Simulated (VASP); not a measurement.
# AlNi (CsCl type) (Pm-3m) in VASP: further runs

AlNi (CsCl type) is run at these levels: PBE; tasks: single point, relaxation of cell and atoms.

Program: VASP 6.6.1. These are calculated values, not measurements. Logs are shortened: lines on timing, memory, paths and dates and some standing lists are left out, and cuts for length are marked.

### 1 The cell of the first run

The structure is cubic, space group Pm-3m (No. 221). The conventional cell has a = 2.894 Å, b = 2.894 Å, c = 2.894 Å, α = 90.00°, β = 90.00°, γ = 90.00°. Within 3.3 Å of Ni (site symmetry m-3m) lie 8 Al at 2.51 Å and 6 Ni at 2.89 Å. Within 3.3 Å of Al (site symmetry m-3m) lie 8 Ni at 2.51 Å and 6 Al at 2.89 Å.

### 2 Single point, PBE

INCAR

```
SYSTEM = AlNi
ALGO = Normal
EDIFF = 1E-7
ENCUT = 520
GGA = PE
ISIF = 2
ISMEAR = -1
LASPH = .True.
LCHARG = .True.
LELF = .True.
LREAL = .False.
LVHAR = .True.
LWAVE = .False.
NBANDS = 14
NELM = 80
PREC = Accurate
SIGMA = 0.1
```

KPOINTS

```
k-points
0
Gamma
  15 15 15
  0 0 0
```

POSCAR

```
AlNi
1.0
    2.8935740684      0.0000000000      0.0000000000
    0.0000000000      2.8935740684      0.0000000000
    0.0000000000      0.0000000000      2.8935740684
Ni Al
1 1
Direct
    0.0000000000      0.0000000000      0.0000000000
    0.5000000000      0.5000000000      0.5000000000
```

Potentials or basis: VASP PAW PBE potentials, release 64 (Ni, Al).

Command:

```sh
$ cat potpaw_PBE.64/Ni/POTCAR potpaw_PBE.64/Al/POTCAR > POTCAR
$ mpirun -np 1 vasp_std > vasp.out
```

OUTCAR:

```text
SYSTEM = AlNi
   EDIFF = 1E-7
   ENCUT = 520
   GGA = PE
   ISIF = 2
   ISMEAR = -1
   LASPH = .True.
   LREAL = .False.
   NELM = 80
   PREC = Accurate

 ion  position               nearest neighbor table
   1  0.000  0.000  0.000-   2 2.51   2 2.51   2 2.51   2 2.51   2 2.51   2 2.51   2 2.51   2 2.51

   2  0.500  0.500  0.500-   1 2.51   1 2.51   1 2.51   1 2.51   1 2.51   1 2.51   1 2.51   1 2.51

  LATTYP: Found a simple cubic cell.
 ALAT       =     2.8935740684

  Lattice vectors:

 A1 = (   2.8935740684,   0.0000000000,   0.0000000000)
 A2 = (   0.0000000000,   2.8935740684,   0.0000000000)
 A3 = (   0.0000000000,   0.0000000000,   2.8935740684)

Analysis of symmetry for initial positions (statically):
=====================================================================
 Subroutine PRICEL returns:
 Original cell was already a primitive cell.

 Routine SETGRP: Setting up the symmetry group for a
 simple cubic supercell.

 Subroutine GETGRP returns: Found 48 space group operations
 (whereof 48 operations were pure point group operations)
 out of a pool of 48 trial point group operations.

The static configuration has the point symmetry O_h .

Analysis of symmetry for dynamics (positions and initial velocities):
=====================================================================
 Subroutine PRICEL returns:
 Original cell was already a primitive cell.

 Routine SETGRP: Setting up the symmetry group for a
 simple cubic supercell.

 Subroutine GETGRP returns: Found 48 space group operations
 (whereof 48 operations were pure point group operations)
 out of a pool of 48 trial point group operations.

The dynamic configuration has the point symmetry O_h .

 Subroutine INISYM returns: Found 48 space group operations
 (whereof 48 operations are pure point group operations),
 and found     1 'primitive' translations

----------------------------------------------------------------------------------------

                                     Primitive cell

  volume of cell :      24.2272

  direct lattice vectors                    reciprocal lattice vectors
     2.893574068  0.000000000  0.000000000     0.345593365  0.000000000  0.000000000
     0.000000000  2.893574068  0.000000000     0.000000000  0.345593365  0.000000000
[... 92 lines left out ...]
   ISYM   =      2    0-nonsym 1-usesym 2-fastsym
   POTIM  = 0.5000    time-step for ionic-motion
   TEBEG  =    0.0;   TEEND  =   0.0 temperature during run
   PSTRESS=    0.0 pullay stress
   NELECT =      13.0000    total number of electrons
   NUPDOWN=      -1.0000    fix difference up-down
   EMIN   =  10.00;   EMAX   =-10.00  energy-range for DOS
   EFERMI =   0.00;   METHOD = LEGACY
   ISMEAR =    -1;   SIGMA  =   0.10  broadening in eV -4-tet -1-fermi 0-gaus
   EFERMI_NEDOS =   21; number of points for ismear=-14 and -15
   IALGO  =     38    algorithm
   IMIX   =      4    mixing-type and parameters
     AMIX     =   0.40;   BMIX     =  1.00
     AMIX_MAG =   1.60;   BMIX_MAG =  1.00
  volume/ion in A,a.u.               =      12.11        81.75
  Fermi-wavevector in a.u.,A,eV,Ry     =   1.330316  2.513932 24.078768  1.769740
  Thomas-Fermi vector in A             =   2.459412
   LORBIT       =      0    0 simple, 1 ext, 2 COOP (PROOUT), +10 PAW based schemes
   GGA     = PE    functional components
   LHFCALC =     F    Hartree Fock is set to
   AEXX    =    0.0000 exact exchange contribution
   IVDW    =     0    specifies the selected vdW correction
   LEPSILON=     F    determine dielectric tensor
   LRPA    =     F    only Hartree local field effects (RPA)
 non-spin polarized calculation
  energy-cutoff  :      520.00
  volume of cell :       24.23
 maximum number of plane-waves:       670
 NGX is ok and might be reduce to    24

 number of electron      13.0000013 magnetization

 Free energy of the ion-electron system (eV)
  ---------------------------------------------------
  ext. energy  EPLUGINS =         0.00000000
  ---------------------------------------------------
  free energy    TOTEN  =       -10.55190132 eV

  energy without entropy =      -10.52270063  energy(sigma->0) =      -10.53730098

 E-fermi :   9.8648     XC(G=0): -11.9858

 val. band max:        9.8612166644   @ k =   0.4000   0.2667   0.2000
 cond. band min:       9.8696127494   @ k =   0.3333   0.1333   0.0667
 fundamental gap:      0.0083960850
 Fermi energy:         9.8647672887

 k-point     1 :       0.0000    0.0000    0.0000
  band No.  band energies     occupation
      1      -1.1882      2.00000
      2       6.6868      2.00000
      3       6.6868      2.00000
      4       8.3354      2.00000
      5       8.3354      2.00000
      6       8.3354      2.00000
      7      15.2991      0.00000
      8      15.2991      0.00000
      9      15.2991      0.00000
     10      17.9363      0.00000
     11      17.9363      0.00000
     12      23.3631      0.00000
     13      30.6301      0.00000
     14      30.6301      0.00000
[... 377 lines left out ...]
      1       1.4556      2.00000
      2       5.8839      2.00000
      3       7.0137      2.00000
      4       7.6032      2.00000
      5       7.8482      2.00000
      6       8.1700      2.00000
      7       9.9441      0.62298
      8      13.5768      0.00000
      9      18.2514      0.00000
     10      18.4910      0.00000
     11      21.2373      0.00000
     12      23.9663      0.00000
     13      25.6187      0.00000
     14      27.1518      0.00000

 [... further k-points ...]

------------------------ aborting loop because EDIFF is reached ----------------------------------------

  FORCE on cell =-STRESS in cart. coord.  units (eV):
  Direction    XX          YY          ZZ          XY          YZ          ZX
  --------------------------------------------------------------------------------------
  -------------------------------------------------------------------------------------
  Total        0.0003755      0.0003755      0.0003755     -0.0000000     -0.0000000      0.0000000
  in kB        0.0248327      0.0248327      0.0248327     -0.0000000     -0.0000000      0.0000000
  external PRESSURE =       0.0248327 kB  Pullay stress =       0.0000000 kB

 VOLUME and BASIS-vectors are now :
 -----------------------------------------------------------------------------
  energy-cutoff  :      520.00
  volume of cell :       24.23
      direct lattice vectors                 reciprocal lattice vectors
     2.893574068  0.000000000  0.000000000     0.345593365  0.000000000  0.000000000
     0.000000000  2.893574068  0.000000000     0.000000000  0.345593365  0.000000000
     0.000000000  0.000000000  2.893574068     0.000000000  0.000000000  0.345593365

 POSITION                                       TOTAL-FORCE (eV/Angst)
 -----------------------------------------------------------------------------------
      0.00000      0.00000      0.00000         0.000000      0.000000      0.000000
      1.44679      1.44679      1.44679         0.000000      0.000000      0.000000
 -----------------------------------------------------------------------------------
    total drift:                                0.000000      0.000000      0.000000

  FREE ENERGIE OF THE ION-ELECTRON SYSTEM (eV)
  ---------------------------------------------------
  free  energy   TOTEN  =       -10.5519013241 eV

  energy  without entropy=      -10.5227006311  energy(sigma->0) =      -10.53730098
```

OSZICAR:

```text
N       E                     dE             d eps       ncg     rms          rms(c)
DAV:   1     0.418321083123E+02    0.41832E+02   -0.54532E+03  3392   0.979E+02
DAV:   2    -0.101997692657E+02   -0.52032E+02   -0.47045E+02  3582   0.180E+02
DAV:   3    -0.119589883500E+02   -0.17592E+01   -0.17437E+01  4284   0.371E+01
DAV:   4    -0.119826420601E+02   -0.23654E-01   -0.23647E-01  3980   0.387E+00
DAV:   5    -0.119833751292E+02   -0.73307E-03   -0.73304E-03  4378   0.751E-01    0.119E+01
DAV:   6    -0.139614563747E+02   -0.19781E+01   -0.46406E+01  3972   0.944E+01    0.159E+01
DAV:   7    -0.105791172468E+02    0.33823E+01   -0.13908E+01  3948   0.565E+01    0.103E+00
DAV:   8    -0.105654807519E+02    0.13636E-01   -0.30071E-01  4286   0.577E+00    0.975E-01
DAV:   9    -0.105522391678E+02    0.13242E-01   -0.45018E-02  4296   0.272E+00    0.191E-01
DAV:  10    -0.105519016371E+02    0.33753E-03   -0.17066E-03  4612   0.551E-01    0.675E-02
DAV:  11    -0.105519026763E+02   -0.10393E-05   -0.48997E-05  4074   0.539E-02    0.126E-02
DAV:  12    -0.105519017253E+02    0.95103E-06   -0.22246E-06  4678   0.204E-02    0.423E-03
DAV:  13    -0.105519013058E+02    0.41950E-06   -0.61899E-08  2722   0.296E-03    0.116E-03
DAV:  14    -0.105519013241E+02   -0.18320E-07   -0.61907E-08  2178   0.334E-03
   1 F= -.10551901E+02 E0= -.10537301E+02  d E =-.292007E-01
```

Wall time 14 s (1 thread of Intel Xeon 6975P-C (Granite Rapids), shared host); peak memory 0.17 GiB.

Results:

```
Free energy : -10.5519 eV
Pressure    : 0.0 GPa
```

Spin polarisation is off, so any magnetic state and its effect on volume and gap are missing.

### 3 Relaxation of cell and atoms, PBE

This run uses another cell than the first one, of 10.97 Å³/atom, 0.906 times its volume.

INCAR

```
PREC = Accurate
ENCUT = 600
EDIFF = 1E-6
ISMEAR = -1
SIGMA = 0.1
LREAL = F
LASPH = T
NELM = 80
ALGO = Normal
ISIF = 3
LWAVE = F
LCHARG = F
GGA = PE
IBRION = 2
NSW = 60
EDIFFG = -0.005
```

KPOINTS

```
regular mesh
0
Gamma
  15 15 15
```

POSCAR

```
AlNi
1.0
    2.7995064354      0.0000000000      0.0000000000
    0.0000000000      2.7995064354      0.0000000000
    0.0000000000      0.0000000000      2.7995064354
Ni Al
1 1
Direct
    0.0000000000      0.0000000000      0.0000000000
    0.5000000000      0.5000000000      0.5000000000
```

Potentials or basis: VASP PAW PBE potentials, release 64 (Ni, Al).

Command:

```sh
$ cat potpaw_PBE.64/Ni/POTCAR potpaw_PBE.64/Al/POTCAR > POTCAR
$ mpirun -np 1 vasp_std > vasp.out
```

It took 29 s on 1 thread of Intel Xeon 6975P-C (Granite Rapids), shared host; peak memory 0.17 GiB.

Results (log left out):

```
Free energy                            : -10.5511 eV
Relaxed volume                         : 12.10 Å³/atom
Relaxed cell                           : a = 2.893 Å, b = 2.893 Å, c = 2.893 Å, α = 90.00°, β = 90.00°, γ = 90.00°
Space group after relaxing (to 0.05 Å) : Pm-3m (No. 221)
Energy gained by relaxing              : 63.4 meV/atom
Ionic steps                            : 5
Pressure after relaxing                : 0.0 GPa
```

The path:
```tsv
step	energy change (eV)	largest force (eV/Å)	pressure (GPa)	volume (Å³)
1	0.0000	0.0000	19.46	21.94
2	-0.0408	0.0000	-11.45	26.45
3	-0.1268	0.0000	-0.20	24.25
4	-0.1268	0.0000	0.15	24.20
5	-0.1268	0.0000	-0.02	24.20
```

Final structure:
```
Ni Al
1.0
     2.89253    0.00000    0.00000
     0.00000    2.89253    0.00000
     0.00000    0.00000    2.89253
Ni Al
1 1
Direct
  0.00000 0.00000 0.00000
  0.50000 0.50000 0.50000
```

Levels at points of the mesh, in eV from the Fermi level:
```tsv
k point	band 2	band 3	band 4	band 5	band 6	band 7	band 8	band 9	band 10
(0.00, 0.00, 0.00)	-3.18	-3.18	-1.53	-1.53	-1.53	5.44	5.44	5.44	8.07
```

Spin polarisation is off, so any magnetic state and its effect on volume and gap are missing.

### 4 Single point, PBE

This run uses another cell than the first one: it holds 4 atoms, not 2.

INCAR

```
SYSTEM = AlNi
PREC = Accurate
ENCUT = 520
EDIFF = 1E-6
ISMEAR = -1
SIGMA = 0.1
LREAL = .FALSE.
LASPH = .TRUE.
NELM = 100
ALGO = Normal
ISIF = 2
LWAVE = .FALSE.
LCHARG = .FALSE.
GGA = PE
NBANDS = 21
```

KPOINTS

```
Automatic mesh
0
G
  13 9 9
  0 0 0
```

POSCAR

```
AlNi
1.0
    0.0000000000      0.0000000000      2.8935740684
    2.8935740684     -2.8935740684      0.0000000000
    2.8935740684      2.8935740684      0.0000000000
Ni Al
2 2
Direct
    0.0000000000      0.0000000000      0.0000000000
    0.0000000000      0.5000000000      0.5000000000
    0.5000000000      0.5000000000      0.0000000000
    0.5000000000      0.0000000000      0.5000000000
```

Command:

```sh
$ cat potpaw_PBE.64/Ni/POTCAR potpaw_PBE.64/Al/POTCAR > POTCAR
$ mpirun -np 1 vasp_std > vasp.out
```

It took 33 s on 1 thread of Intel Xeon 6975P-C (Granite Rapids), shared host; peak memory 0.21 GiB.

It converged, with:

```yaml
Free_energy: -21.1045 eV
Pressure: 0.0 GPa
Band_gap_on_the_k_mesh: zero (band 13 reaches 11.73 eV, above the bottom of band 14 at 8.93 eV)
```

Levels at points of the mesh, in eV from the Fermi level:
| k point | band 11 | band 12 | band 13 | band 14 | band 15 | band 16 |
| --- | --- | --- | --- | --- | --- | --- |
| (0.00, 0.00, 0.00) | -1.52 | -1.52 | -1.00 | 1.46 | 2.40 | 5.45 |

### 5 Single point, PBE

This run uses another cell than the first one: it holds 4 atoms, not 2.

INCAR

```
PREC = Accurate
ENCUT = 520
EDIFF = 1E-7
ISMEAR = -1
SIGMA = 0.1
LREAL = False
LASPH = True
NELM = 80
ALGO = Normal
ISIF = 2
LWAVE = False
LCHARG = False
GGA = PE
NBANDS = 21
```

KPOINTS

```
regular mesh
0
Gamma
  13 9 9
```

POSCAR is that of step 4.

Potentials or basis: VASP PAW PBE potentials, release 64 (Ni, Al).

Command:

```sh
$ cat potpaw_PBE.64/Ni/POTCAR potpaw_PBE.64/Al/POTCAR > POTCAR
$ mpirun -np 1 vasp_std > vasp.out
```

OUTCAR:

```text
PREC = Accurate
   ENCUT = 520
   EDIFF = 1E-7
   ISMEAR = -1
   LREAL = False
   LASPH = True
   NELM = 80
   ISIF = 2
   GGA = PE

 ion  position               nearest neighbor table
   1  0.000  0.000  0.000-   3 2.51   4 2.51   4 2.51   3 2.51   3 2.51   4 2.51   4 2.51   3 2.51
                             2 2.89   2 2.89   2 2.89   2 2.89
   2  0.000  0.500  0.500-   3 2.51   4 2.51   3 2.51   4 2.51   3 2.51   4 2.51   3 2.51   4 2.51
                             1 2.89   1 2.89   1 2.89   1 2.89
   3  0.500  0.500  0.000-   1 2.51   2 2.51   2 2.51   1 2.51   1 2.51   2 2.51   2 2.51   1 2.51
[... 797 lines left out ...]
  --------------------------------------------------------------------------------------
  -------------------------------------------------------------------------------------
  Total        0.0021543      0.0021543     -0.0398999      0.0000000     -0.0000000      0.0000000
  in kB        0.0712332      0.0712332     -1.3193147      0.0000000     -0.0000000      0.0000000
  external PRESSURE =      -0.3922828 kB  Pullay stress =       0.0000000 kB

 VOLUME and BASIS-vectors are now :
 -----------------------------------------------------------------------------
  energy-cutoff  :      520.00
  volume of cell :       48.45
      direct lattice vectors                 reciprocal lattice vectors
     0.000000000  0.000000000  2.893574068     0.000000000  0.000000000  0.345593365
     2.893574068 -2.893574068  0.000000000     0.172796683 -0.172796683  0.000000000
     2.893574068  2.893574068  0.000000000     0.172796683  0.172796683  0.000000000

 POSITION                                       TOTAL-FORCE (eV/Angst)
 -----------------------------------------------------------------------------------
      0.00000      0.00000      0.00000         0.000000     -0.000000     -0.000000
      2.89357      0.00000      0.00000         0.000000     -0.000000     -0.000000
      1.44679     -1.44679      1.44679        -0.000000     -0.000000      0.000000
      1.44679      1.44679      1.44679        -0.000000      0.000000      0.000000
 -----------------------------------------------------------------------------------
    total drift:                                0.000000      0.000000      0.000000

  FREE ENERGIE OF THE ION-ELECTRON SYSTEM (eV)
  ---------------------------------------------------
  free  energy   TOTEN  =       -21.1044514949 eV

  energy  without entropy=      -21.0475448928  energy(sigma->0) =      -21.07599819
```

stdout:

```text
POSCAR found type information on POSCAR NiAl
 POSCAR found :  2 types and       4 ions
 scaLAPACK will be used
 LDA part: xc-table for (Slater+PW92), standard interpolation
 POSCAR, INCAR and KPOINTS ok, starting setup
 FFT: planning ... GRIDC
 FFT: planning ... GRID_SOFT
 FFT: planning ... GRID
 WAVECAR not read
 entering main loop
```

Wall time 31 s (1 thread of Intel Xeon 6975P-C (Granite Rapids), shared host); peak memory 0.22 GiB.

Results:

* Free energy: -21.1045 eV
* Pressure: 0.0 GPa
* Band gap on the k mesh: zero (band 13 reaches 11.73 eV, above the bottom of band 14 at 8.93 eV)

Spin polarisation is off, so any magnetic state and its effect on volume and gap are missing.

### 6 Overview

| task | cell | k mesh | cutoff (eV) | gap on the mesh (eV) | pressure (GPa) |
| --- | --- | --- | --- | --- | --- |
| single point | a = 2.894 Å, 2 atoms | 15 × 15 × 15 | 520 | none | 0.0 |
| relaxation of cell and atoms | relaxed from a = 2.800 Å, 2 atoms | 15 × 15 × 15 | 600 | none | 0.0 |
| single point | a = 2.894, b = 4.092, c = 4.092 Å, 4 atoms | 13 × 9 × 9 | 520 | none | 0.0 |

Alike in all rows: level PBE; potentials or basis VASP PAW PBE potentials, release 64 (Ni, Al); no spin polarisation; smearing fermi-dirac 0.1 eV.

Absolute energies hang on the potentials; compare differences alone.
